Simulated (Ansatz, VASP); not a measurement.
**Al3W in VASP and in Ansatz**

The input INCAR:

```
PREC = Accurate
ENCUT = 600
EDIFF = 1E-7
ISMEAR = 0
SIGMA = 0.1
LREAL = False
LASPH = True
NELM = 100
ALGO = Fast
ISIF = 3
LWAVE = False
LCHARG = False
GGA = PE
IBRION = 2
NSW = 100
EDIFFG = -0.01
```

KPOINTS

```
Automatic mesh
0
Gamma
  10 10 10
```

Contents of POSCAR:

```
Al3W
1.0
    4.9613231722      0.0000000000      0.0000000000
    0.0000000000      4.9613231722      0.0000000000
    0.0000000000      0.0000000000      4.9613231722
Al W
3 1
Direct
    0.0000000000      0.0000000000      0.5000000000
    0.0000000000      0.5000000000      0.0000000000
    0.5000000000      0.0000000000      0.0000000000
    0.0000000000      0.0000000000      0.0000000000
```

Input for Ansatz:

```yaml
crystal:
  lattice:
    - [4.9613231722, 0.0, 0.0]
    - [0.0, 4.9613231722, 0.0]
    - [0.0, 0.0, 4.9613231722]
  atoms:
    - { symbol: Al, position: [0.0, 0.0, 0.5] }
    - { symbol: Al, position: [0.0, 0.5, 0.0] }
    - { symbol: Al, position: [0.5, 0.0, 0.0] }
    - { symbol: W, position: [0.0, 0.0, 0.0] }
basis:
  ecutwfc: 420
kpoints:
  mp_grid: { grid: [10, 10, 10] }
hamiltonian:
  xc: pbe
scf:
  occupations: { method: gaussian, width: 0.1 }
output:
  forces: true
  stress: true
  eigenvalues: true
  write_density: true
  write_potential: true
  elf: true
  volumetric_format: npy
relax:
  adjacent_minimum: "off"
  f_tol: 0.01
  max_steps: 80
  cell: { stress_tol: 0.05 }
```

Change from the starting cell: species swapped into the WO3 type (Pm-3m, No. 221).

Alike in both runs: task relaxation of cell and atoms; functional PBE; k mesh 10 × 10 × 10; occupations gaussian, width 0.1 eV; no spin polarisation.

|  | VASP | Ansatz |
| --- | --- | --- |
| version | VASP 6.6.1 | Ansatz 0.2.0 |
| potentials or method | VASP PAW PBE potentials, release 64 (Al, W_sv), cutoff 600 eV | scalar-relativistic, plane waves, PAW |
| valence electrons in the cell | 23 | 23 |

|  | VASP | Ansatz | Ansatz less VASP |
| --- | --- | --- | --- |
| gap on the k mesh at the Fermi level, each at its own relaxed structure (eV) | none | none | - |
| relaxed volume (Å³/atom) | 30.60 | 30.59 | -0.006 |
| relaxed cell length with the largest relative difference (Å) | 4.965 | 4.965 | -0.0003 |

A gap of «none» marks a metal or a gap that the smearing closes.

Neither program's run includes spin-orbit coupling.
